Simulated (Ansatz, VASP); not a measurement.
## One calculation of FeCo, two programs

```
Fe Co
1.0
     2.80857    0.00000    0.00000
     0.00000    2.80857    0.00000
     0.00000    0.00000    2.80857
Fe Co
1 1
Direct
  0.50000 0.50000 0.50000
  0.00000 0.00000 0.00000
```

Change from the starting cell: volume scaled by 0.95.

Alike in both runs: task single point; functional PBE; k mesh 13 × 13 × 13; occupations fermi-dirac, width 0.05 eV; collinear spin.

```csv
,VASP,Ansatz
version,VASP 6.6.1,Ansatz 0.2.0
potentials or method,"VASP PAW PBE potentials, release 64 (Fe, Co), cutoff 600 eV","all-electron LAPW, scalar-relativistic"
```

```tsv
	VASP	Ansatz	Ansatz less VASP
pressure (GPa)	7.3	8.0	+0.72
net moment per atom (μB)	2.22	2.23	+0.011
size of the moment on the site where the two differ most (μB)	1.74	1.80	+0.064
```

Site moments also hang on the region over which each program counts them. Ansatz ran all-electron here, and VASP with PAW potentials.
